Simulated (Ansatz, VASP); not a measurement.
**Two plane-wave programs on HgTe**

Contents of INCAR:

```
SYSTEM = HgTe
ALGO = Normal
EDIFF = 1E-7
ENCUT = 520
GGA = PS
ISIF = 2
ISMEAR = 0
LASPH = .TRUE.
LCHARG = .FALSE.
LREAL = .FALSE.
LWAVE = .FALSE.
NBANDS = 16
NELM = 80
PREC = Accurate
SIGMA = 0.15
```

Contents of KPOINTS:

```
k-points
0
G
  14 14 14
  0 0 0
```

The input POSCAR:

```
HgTe
1.0
    0.0120881250      3.2235000000      3.2235000000
    3.2235000000      0.0120881250      3.2235000000
    3.2355881250      3.2355881250      0.0000000000
Hg Te
1 1
Direct
    0.0000000000      0.0000000000      0.0000000000
    0.7500000000      0.7500000000      0.7500000000
```

Input for Ansatz:

```yaml
crystal:
  lattice:
    - [0.012088125, 3.2235, 3.2235]
    - [3.2235, 0.012088125, 3.2235]
    - [3.235588125, 3.235588125, 0.0]
  atoms:
    - { symbol: Hg, position: [0.0, 0.0, 0.0] }
    - { symbol: Te, position: [0.75, 0.75, 0.75] }
basis:
  ecutwfc: 420
kpoints:
  mp_grid: { grid: [14, 14, 14] }
hamiltonian:
  xc: pbesol
scf:
  occupations: { method: gaussian, width: 0.15 }
output:
  forces: true
  stress: true
  eigenvalues: true
```

Change from the starting cell: strain +0.0075 x Voigt [0, 0, 0, 0, 0, 1], atoms carried along.

Alike in both runs: task single point; functional PBEsol; k mesh 14 × 14 × 14; occupations gaussian, width 0.15 eV; no spin polarisation.

```csv
,VASP,Ansatz
version,VASP 6.6.1,Ansatz 0.2.0
potentials or method,"VASP PAW PBE potentials, release 64 (Hg, Te), cutoff 520 eV","scalar-relativistic, plane waves, PAW"
valence electrons in the cell,18,36
```

|  | VASP | Ansatz | Ansatz less VASP |
| --- | --- | --- | --- |
| gap on the k mesh at the Fermi level (eV) | none | none | - |
| pressure (GPa) | 1.4 | 1.3 | -0.12 |
| traceless stress, the component that is largest in VASP (GPa) | -0.32 | -0.31 | +0.005 |
| rms of the force components (eV/Å) | 0.026 | 0.025 | -0.0008 |

VASP's potentials were made for PBE, not for PBEsol. Atom by atom the forces differ by 0.001 eV/Å (rms over components). A gap of «none» marks a metal or a gap that the smearing closes. VASP's potentials hold 18 valence electrons a cell and Ansatz's 36, so a difference there can come from the potentials and not from the codes.

Neither program's run includes spin-orbit coupling.
